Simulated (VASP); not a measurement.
SrFeO3:

```xyz
5
Lattice="3.8288 0.0000 0.0000 0.0000 3.8288 0.0000 0.0000 0.0000 3.8288" Properties=species:S:1:pos:R:3 pbc="T T T"
Sr    0.0000    0.0000    0.0000
Fe    1.9144    1.9144    1.9144
O     0.0000    1.9144    1.9144
O     1.9144    0.0000    1.9144
O     1.9144    1.9144    0.0000
```

Base run:

| Quantity | Value |
| --- | --- |
| Program | VASP 6.6.1 |
| Functional | LDA |
| Potentials or basis | VASP PAW LDA potentials, release 64 (Sr_sv, Fe, O) |
| Cutoff | 600 eV |
| k mesh | 7 × 7 × 7 |
| Occupations | fermi-dirac, width 0.15 eV |
| Spin | collinear spin, ferromagnetic start |
| Starting moments | [0.0, 1.0, 0.03, 0.03, 0.03] μB |
| Fixed moment | 1.1 μB |

Its results: pressure -15.0 GPa; site moments Sr +0.01; Fe +0.95; O +0.03 μB.

**Question.** The run is repeated on the same cell with these changes: fixed moment from 1.1 μB to 4.2 μB; moments at the start from [0.0, 1.0, 0.03, 0.03, 0.03] to [0.01, 3.29, 0.29, 0.29, 0.29]. What comes out?

**Answer.** Pressure -5.8 GPa; site moments Sr +0.01; Fe +3.15; O +0.26 μB.

Caveats: the total moment is fixed, so each spin has its own Fermi level; a cell with one magnetic atom can't hold antiferromagnetic order, which such compounds often take.
